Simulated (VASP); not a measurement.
# TiSi16 (a cell with a defect) in VASP: single point with PBE

Aim: the single point of TiSi16 (a cell with a defect) with PBE.

Everything below comes from runs of VASP 6.6.1. Logs are shortened: lines on timing, memory, paths and dates and some standing lists are left out, and cuts for length are marked.

### 1 The cell of the first run

The cell holds a defect, 17 atoms: a = 7.679 Å, b = 7.679 Å, c = 7.679 Å, α = 60.00°, β = 60.00°, γ = 60.00°.

### 2 Single point, PBE

File INCAR:

```
PREC = Accurate
ENCUT = 520
EDIFF = 1E-6
ISMEAR = -1
SIGMA = 0.05
LREAL = Auto
LASPH = T
NELM = 60
ALGO = Normal
ISIF = 2
LWAVE = F
LCHARG = F
GGA = PE
NBANDS = 52
```

File KPOINTS:

```
Automatic mesh
0
Gamma
  2 2 2
```

File POSCAR:

```
TiSi16
1.0
    0.0000000000      5.4300000000      5.4300000000
    5.4300000000      0.0000000000      5.4300000000
    5.4300000000      5.4300000000      0.0000000000
Si Ti
16 1
Direct
    0.0042675437      0.0038981844      0.0038264626
    0.1249457210      0.1249975367      0.1251174126
    0.0040048053      0.0039457709      0.4880546647
    0.1290157162      0.1282117173      0.6214331262
    0.0040554678      0.4879805322      0.0039221831
    0.1290444770      0.6215082019      0.1279709583
   -0.0038799253      0.5011809920      0.5009611369
    0.1288329916      0.6211550056      0.6212172488
    0.4880179093      0.0039006774      0.0038253764
    0.6219202886      0.1282161828      0.1279475076
    0.5018984627     -0.0046848017      0.5009199984
    0.6213556658      0.1282166940      0.6214455121
    0.5019181988      0.5011585072     -0.0049606481
    0.6214951230      0.6215231216      0.1279734866
    0.5017720232      0.5011835211      0.5009616568
    0.6254754560      0.6246801764      0.6244053157
    0.8752502752      0.8748179802      0.8747048015
```

Potentials or basis: VASP PAW PBE potentials, release 64 (Si, Ti_sv).

Run with:

```
$ cat potpaw_PBE.64/Si/POTCAR potpaw_PBE.64/Ti_sv/POTCAR > POTCAR
$ mpirun -np 1 vasp_std > vasp.out
```

OUTCAR:

```text
PREC = Accurate
   ENCUT = 520
   EDIFF = 1E-6
   ISMEAR = -1
   LREAL = Auto
   LASPH = T
   NELM = 60
   ISIF = 2
   GGA = PE

 ion  position               nearest neighbor table
   1  0.004  0.004  0.004-   2 2.28  10 2.40   6 2.40   4 2.40  17 2.43
   2  0.125  0.125  0.125-   3 2.28   5 2.28   1 2.28   9 2.28
   3  0.004  0.004  0.488-   2 2.28  12 2.40   4 2.40   8 2.40  17 2.42
   4  0.129  0.128  0.621-  11 2.34   7 2.34   1 2.40   3 2.40  17 2.75
   5  0.004  0.488  0.004-   2 2.28  14 2.40   6 2.40   8 2.40  17 2.43
   6  0.129  0.622  0.128-  13 2.34   7 2.34   1 2.40   5 2.40  17 2.75
   7  0.996  0.501  0.501-  16 2.32   8 2.34   4 2.34   6 2.34
   8  0.129  0.621  0.621-  15 2.34   7 2.34   5 2.40   3 2.40  17 2.75
   9  0.488  0.004  0.004-   2 2.28  10 2.40  12 2.40  14 2.40  17 2.43
  10  0.622  0.128  0.128-  13 2.34  11 2.34   9 2.40   1 2.40  17 2.75
  11  0.502  0.995  0.501-  16 2.32   4 2.34  12 2.34  10 2.34
  12  0.621  0.128  0.621-  11 2.34  15 2.34   9 2.40   3 2.40  17 2.75
  13  0.502  0.501  0.995-  16 2.32   6 2.34  14 2.34  10 2.34
  14  0.621  0.622  0.128-  13 2.34  15 2.34   9 2.40   5 2.40  17 2.75
  15  0.502  0.501  0.501-  16 2.32   8 2.34  12 2.34  14 2.34
  16  0.625  0.625  0.624-  13 2.32  11 2.32  15 2.32   7 2.32
  17  0.875  0.875  0.875-   3 2.42   5 2.43   1 2.43   9 2.43  10 2.75  14 2.75   6 2.75   8 2.75
                            12 2.75   4 2.75

  LATTYP: Found a face centered cubic cell.
 ALAT       =    10.8600000000

  Lattice vectors:

 A1 = (   0.0000000000,   5.4300000000,   5.4300000000)
 A2 = (   5.4300000000,   0.0000000000,   5.4300000000)
 A3 = (   5.4300000000,   5.4300000000,   0.0000000000)

Analysis of symmetry for initial positions (statically):
=====================================================================
 Subroutine PRICEL returns:
 Original cell was already a primitive cell.

 Routine SETGRP: Setting up the symmetry group for a
 face centered cubic supercell.

 Subroutine GETGRP returns: Found  1 space group operations
 (whereof  1 operations were pure point group operations)
 out of a pool of 48 trial point group operations.

The static configuration has the point symmetry C_1 .

Analysis of symmetry for dynamics (positions and initial velocities):
=====================================================================
 Subroutine PRICEL returns:
 Original cell was already a primitive cell.

 Routine SETGRP: Setting up the symmetry group for a
 face centered cubic supercell.

 Subroutine GETGRP returns: Found  1 space group operations
 (whereof  1 operations were pure point group operations)
 out of a pool of 48 trial point group operations.

The dynamic configuration has the point symmetry C_1 .

 Subroutine INISYM returns: Found  1 space group operations
 (whereof  1 operations are pure point group operations),
 and found     1 'primitive' translations

----------------------------------------------------------------------------------------

                                     Primitive cell

  volume of cell :     320.2060

  direct lattice vectors                    reciprocal lattice vectors
     0.000000000  5.430000000  5.430000000    -0.092081031  0.092081031  0.092081031
     5.430000000  0.000000000  5.430000000     0.092081031 -0.092081031  0.092081031
     5.430000000  5.430000000  0.000000000     0.092081031  0.092081031 -0.092081031

  length of vectors
     7.679179644  7.679179644  7.679179644     0.159489025  0.159489025  0.159489025

  position of ions in fractional coordinates (direct lattice)
     0.004267544  0.003898184  0.003826463
     0.124945721  0.124997537  0.125117413
     0.004004805  0.003945771  0.488054665
     0.129015716  0.128211717  0.621433126
     0.004055468  0.487980532  0.003922183
     0.129044477  0.621508202  0.127970958
[... 9 lines left out ...]
     0.625475456  0.624680176  0.624405316
     0.875250275  0.874817980  0.874704802

  ion indices of the primitive-cell ions
   primitive index   ion index
                 1           1
                 2           2
                 3           3
                 4           4
                 5           5
                 6           6
[... 9 lines left out ...]
                16          16
                17          17

----------------------------------------------------------------------------------------

 KPOINTS: Automatic mesh

Automatic generation of k-mesh.
 Grid dimensions read from file:
 generate k-points for:    2    2    2

 Generating k-lattice:

  Cartesian coordinates                     Fractional coordinates (reciprocal lattice)
    -0.046040516  0.046040516  0.046040516     0.500000000  0.000000000  0.000000000
     0.046040516 -0.046040516  0.046040516     0.000000000  0.500000000  0.000000000
     0.046040516  0.046040516 -0.046040516     0.000000000  0.000000000  0.500000000

  Length of vectors
     0.079744512  0.079744512  0.079744512

  Shift w.r.t. Gamma in fractional coordinates (k-lattice)
     0.000000000  0.000000000  0.000000000

 Subroutine IBZKPT returns following result:
 ===========================================

 Found      8 irreducible k-points:

 Following reciprocal coordinates:
            Coordinates               Weight
  0.000000  0.000000  0.000000      1.000000
  0.500000  0.000000  0.000000      1.000000
  0.000000  0.500000  0.000000      1.000000
  0.000000  0.000000  0.500000      1.000000
  0.500000  0.500000  0.500000      1.000000
  0.500000  0.500000  0.000000      1.000000
  0.000000  0.500000  0.500000      1.000000
  0.500000  0.000000  0.500000      1.000000
   k-points           NKPTS =      8   k-points in BZ     NKDIM =      8   number of bands    NBANDS=     52
   number of dos      NEDOS =    301   number of ions     NIONS =     17
   total plane-waves  NPLWV = 216000
   dimension x,y,z NGX =    60 NGY =   60 NGZ =   60
   dimension x,y,z NGXF=   120 NGYF=  120 NGZF=  120
   ions per type =              16   1
   NGX,Y,Z   is equivalent  to a cutoff of  12.99, 12.99, 12.99 a.u.
   NGXF,Y,Z  is equivalent  to a cutoff of  25.98, 25.98, 25.98 a.u.
 SYSTEM =  unknown system
   PREC   = accura    normal or accurate (medium, high low for compatibility)
   ISTART =      0    job   : 0-new  1-cont  2-samecut
   ICHARG =      2    charge: 1-file 2-atom 10-const
   ISPIN  =      1    spin polarized calculation?
   LNONCOLLINEAR =      F non collinear calculations
   LSORBIT =      F    spin-orbit coupling
   LASPH  =      T    aspherical Exc in radial PAW
   ENCUT  =  520.0 eV  38.22 Ry    6.18 a.u.  14.28 14.28 14.28*2*pi/ulx,y,z
   NELM   =     60;   NELMIN=  2; NELMDL= -5     # of ELM steps
   EDIFF  = 0.1E-05   stopping-criterion for ELM
   LREAL  =      T    real-space projection
   EDIFFG = 0.1E-04   stopping-criterion for IOM
   NSW    =      0    number of steps for IOM
   IBRION =     -1    ionic relax: 0-MD 1-quasi-New 2-CG
   NFREE  =      0    steps in history (QN), initial steepest desc. (CG)
   ISIF   =      2    stress and relaxation
   ISYM   =      2    0-nonsym 1-usesym 2-fastsym
   POTIM  = 0.5000    time-step for ionic-motion
   TEBEG  =    0.0;   TEEND  =   0.0 temperature during run
   PSTRESS=    0.0 pullay stress
   NELECT =      76.0000    total number of electrons
   NUPDOWN=      -1.0000    fix difference up-down
   EMIN   =  10.00;   EMAX   =-10.00  energy-range for DOS
   EFERMI =   0.00;   METHOD = LEGACY
   ISMEAR =    -1;   SIGMA  =   0.05  broadening in eV -4-tet -1-fermi 0-gaus
   EFERMI_NEDOS =   21; number of points for ismear=-14 and -15
   IALGO  =     38    algorithm
   IMIX   =      4    mixing-type and parameters
     AMIX     =   0.40;   BMIX     =  1.00
     AMIX_MAG =   1.60;   BMIX_MAG =  1.00
  volume/ion in A,a.u.               =      18.84       127.11
  Fermi-wavevector in a.u.,A,eV,Ry     =   1.013607  1.915439 13.978610  1.027399
  Thomas-Fermi vector in A             =   2.146786
   LORBIT       =      0    0 simple, 1 ext, 2 COOP (PROOUT), +10 PAW based schemes
   GGA     = PE    functional components
   LHFCALC =     F    Hartree Fock is set to
   AEXX    =    0.0000 exact exchange contribution
   IVDW    =     0    specifies the selected vdW correction
   LEPSILON=     F    determine dielectric tensor
   LRPA    =     F    only Hartree local field effects (RPA)
 non-spin polarized calculation
  energy-cutoff  :      520.00
  volume of cell :      320.21
 maximum number of plane-waves:      8646
 NGX is ok and might be reduce to    60
   NGX = 29   NGY = 29   NGZ = 29

 number of electron      75.9999998 magnetization

 Free energy of the ion-electron system (eV)
  ---------------------------------------------------
  ext. energy  EPLUGINS =         0.00000000
  ---------------------------------------------------
  free energy    TOTEN  =       -92.26409910 eV

  energy without entropy =      -92.16653638  energy(sigma->0) =      -92.21531774

 E-fermi :   6.9249     XC(G=0):  -9.7507

 val. band max:        6.8975840496   @ k =   0.0000   0.5000   0.5000
 cond. band min:       6.9642224389   @ k =   0.0000   0.5000   0.0000
 fundamental gap:      0.0666383893
 Fermi energy:         6.9249451289

 k-point     1 :       0.0000    0.0000    0.0000
  band No.  band energies     occupation
      1     -49.8529      2.00000
      2     -26.2272      2.00000
      3     -26.2272      2.00000
      4     -26.2267      2.00000
      5      -5.7205      2.00000
      6      -3.5171      2.00000
[... 42 lines left out ...]
     49       8.1747      0.00000
     50       8.4918      0.00000

 k-point     2 :       0.5000    0.0000    0.0000
  band No.  band energies     occupation
      1     -49.8529      2.00000
      2     -26.2272      2.00000
      3     -26.2272      2.00000
      4     -26.2267      2.00000
      5      -5.0132      2.00000
      6      -4.8011      2.00000
[... 42 lines left out ...]
     49       9.2852      0.00000
     50       9.8905      0.00000

 k-point     3 :       0.0000    0.5000    0.0000
  band No.  band energies     occupation
      1     -49.8529      2.00000
      2     -26.2272      2.00000
      3     -26.2272      2.00000
      4     -26.2267      2.00000
      5      -5.0149      2.00000
      6      -4.7990      2.00000
[... 42 lines left out ...]
     49       9.2860      0.00000
     50       9.8916      0.00000

 k-point     4 :       0.0000    0.0000    0.5000
  band No.  band energies     occupation
      1     -49.8529      2.00000
      2     -26.2272      2.00000
      3     -26.2272      2.00000
      4     -26.2267      2.00000
      5      -5.0153      2.00000
      6      -4.7984      2.00000
[... 42 lines left out ...]
     49       9.2858      0.00000
     50       9.8925      0.00000

 k-point     5 :       0.5000    0.5000    0.5000
  band No.  band energies     occupation
      1     -49.8529      2.00000
      2     -26.2272      2.00000
      3     -26.2272      2.00000
      4     -26.2267      2.00000
      5      -5.0133      2.00000
      6      -4.8010      2.00000
[... 42 lines left out ...]
     49       9.2852      0.00000
     50       9.8903      0.00000

 k-point     6 :       0.5000    0.5000    0.0000
  band No.  band energies     occupation
      1     -49.8529      2.00000
      2     -26.2272      2.00000
      3     -26.2272      2.00000
      4     -26.2267      2.00000
      5      -4.6949      2.00000
      6      -4.5999      2.00000
[... 42 lines left out ...]
     49       9.8740      0.00000
     50      10.5396      0.00000

 k-point     7 :       0.0000    0.5000    0.5000
  band No.  band energies     occupation
      1     -49.8529      2.00000
      2     -26.2272      2.00000
      3     -26.2272      2.00000
      4     -26.2267      2.00000
      5      -4.6945      2.00000
      6      -4.6004      2.00000
[... 42 lines left out ...]
     49       9.8743      0.00000
     50      10.5404      0.00000

 k-point     8 :       0.5000    0.0000    0.5000
  band No.  band energies     occupation
      1     -49.8529      2.00000
      2     -26.2272      2.00000
      3     -26.2272      2.00000
      4     -26.2267      2.00000
      5      -4.6949      2.00000
      6      -4.5999      2.00000
[... 42 lines left out ...]
     49       9.8740      0.00000
     50      10.5396      0.00000
 [bands above 50 left out]

------------------------ aborting loop because EDIFF is reached ----------------------------------------

  FORCE on cell =-STRESS in cart. coord.  units (eV):
  Direction    XX          YY          ZZ          XY          YZ          ZX
  --------------------------------------------------------------------------------------
  -------------------------------------------------------------------------------------
  Total        8.0871545      8.0482853      8.0483313      0.0013047      0.0092160     -0.0034401
  in kB       40.4647479     40.2702625     40.2704926      0.0065281      0.0461130     -0.0172130
  external PRESSURE =      40.3351677 kB  Pullay stress =       0.0000000 kB

 VOLUME and BASIS-vectors are now :
 -----------------------------------------------------------------------------
  energy-cutoff  :      520.00
  volume of cell :      320.21
      direct lattice vectors                 reciprocal lattice vectors
     0.000000000  5.430000000  5.430000000    -0.092081031  0.092081031  0.092081031
     5.430000000  0.000000000  5.430000000     0.092081031 -0.092081031  0.092081031
     5.430000000  5.430000000  0.000000000     0.092081031  0.092081031 -0.092081031

 POSITION                                       TOTAL-FORCE (eV/Angst)
 -----------------------------------------------------------------------------------
      0.04194      0.04395      0.04434        -0.021930     -0.011835     -0.008706
      1.35812      1.35784      1.35719        -0.000521     -0.000660      0.000557
      2.67156      2.67188      0.04317         0.005695      0.016350     -0.015976
      4.07057      4.07494      1.39674        -0.001503     -0.007436     -0.002190
      2.67103      0.04332      2.67176         0.004553     -0.018034      0.018393
      4.06967      1.39559      4.07550         0.001174      0.002038     -0.007393
[... 9 lines left out ...]
      6.78253      6.78685      6.78835         0.003140      0.000369     -0.000526
      9.49991      9.50226      9.50287         0.000127      0.001806     -0.000256
 -----------------------------------------------------------------------------------
    total drift:                               -0.008891      0.001307      0.000350

  FREE ENERGIE OF THE ION-ELECTRON SYSTEM (eV)
  ---------------------------------------------------
  free  energy   TOTEN  =       -92.2640991035 eV

  energy  without entropy=      -92.1665363776  energy(sigma->0) =      -92.21531774
```

Run time: 7.8 min. Hardware: 1 thread of Intel Xeon 8259CL, shared host; peak memory 0.5 GiB.

What came out:

```
Free energy            : -92.2641 eV
Pressure               : 4.0 GPa
Largest force          : 0.026 eV/Å
Band gap on the k mesh : zero (bands 38 and 39 overlap by 0.44 eV)
```

Forces in eV/Å, atoms in the order of the input:
```
Si  -0.022 -0.012 -0.009
Si  -0.001 -0.001  0.001
Si   0.006  0.016 -0.016
Si  -0.002 -0.007 -0.002
Si   0.005 -0.018  0.018
Si   0.001  0.002 -0.007
Si  -0.004  0.006  0.005
Si   0.012 -0.001  0.001
Si  -0.021  0.009  0.012
Si   0.017  0.001 -0.001
Si   0.005 -0.002  0.002
Si  -0.002  0.002  0.007
Si   0.005  0.001 -0.001
Si   0.001  0.008 -0.002
Si  -0.003 -0.005 -0.006
Si   0.003  0.000 -0.001
Ti   0.000  0.002  0.000
```

Caveat: the k points lie up to 0.50 Å⁻¹ apart.
